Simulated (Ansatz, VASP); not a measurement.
**AlN: VASP beside Ansatz**

```
Al N
1.0
     3.22020    0.00000    0.00000
    -1.61010    2.78877    0.00000
     0.00000    0.00000    4.03813
Al N
2 2
Direct
  0.33333 0.66667 0.75000
  0.66667 0.33333 0.25000
  0.33333 0.66667 0.25000
  0.66667 0.33333 0.75000
```

Alike in both runs: task single point; functional PBEsol; k mesh 9 × 9 × 6; occupations gaussian, width 0.05 eV; no spin polarisation.

|  | VASP | Ansatz |
| --- | --- | --- |
| version | VASP 6.6.1 | Ansatz 0.2.0 |
| potentials or method | VASP PAW PBE potentials, release 64 (Al, N), cutoff 520 eV | scalar-relativistic, plane waves, PAW |
| valence electrons in the cell | 16 | 16 |

```csv
,VASP,Ansatz,Ansatz less VASP
gap on the k mesh at the Fermi level (eV),3.88,3.87,-0.016
least direct gap on the mesh (eV),3.88,3.87,-0.016
pressure (GPa),18.7,18.6,-0.11
"traceless stress, the component that is largest in VASP (GPa)",-2.02,-1.99,+0.023
```

VASP's potentials were made for PBE, not for PBEsol, and Ansatz warns of the same on its side. With one functional, cell and mesh, what is left measures potentials, basis and numerics.
